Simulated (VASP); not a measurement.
Runs of VASP 6.6.1 on YTaP. It takes space group P4/nmm (No. 129, tetragonal). Conventional cell: a = 3.587 Å, b = 3.587 Å, c = 9.081 Å, α = 90.00°, β = 90.00°, γ = 90.00°. Within 3.4 Å of Y (site symmetry 4mm) lie 1 P at 2.57 Å and 4 Y at 3.12 Å and 4 Ta at 3.31 Å. Ta (site symmetry 4mm) has 5 P at 2.56 to 2.57 Å and 4 Y at 3.31 Å within 3.4 Å. P (site symmetry 4mm) has 5 Ta at 2.56 to 2.57 Å and 1 Y at 2.57 Å and 4 P at 3.31 Å within 3.4 Å. 

```tsv
level	potentials or basis	U	gap on the mesh (eV)	pressure (GPa)	largest force (eV/Å)
r2SCAN	VASP PAW PBE potentials, release 64 (Y_sv, Ta_pv, P)	-	none	5.7	1.30
r2SCAN+U	VASP PAW PBE potentials, release 64 (Y_sv, Ta_pv, P)	Y d U = 1.0 eV	none	(a)	1.43
LDA	VASP PAW LDA potentials, release 64 (Y_sv, Ta_pv, P)	-	none	-1.8	1.28
r2SCAN+U	VASP PAW PBE potentials, release 64 (Y_sv, Ta_pv, P)	Y d U = 5.0 eV	none	14.4	1.97
```

Alike in all rows: task single point; no spin polarisation; cell as given; k mesh 5 × 5 × 2; cutoff (eV) 520; smearing gaussian 0.0157 eV.

**Question.** Estimate the missing entries.

**Answer.** (a) 7.4.

Caveats: spin-orbit coupling is left out, which moves the levels of the heavy elements; the cell stands under pressure (at least some runs); the PAW data sets were made with another functional, which shifts forces and pressure a little (at least some runs); U without spin polarisation on a metal has little footing (at least some runs); the U is typed as a test and isn't derived for this compound (at least some runs); forces of over 1 eV/Å act on the atoms, so gaps and moduli don't describe the material at rest (at least some runs).

A k mesh can miss the band edges, and the runs leave out spin-orbit coupling on Ta, Y.

A gap of «none» marks levels without a gap at the run's occupations.
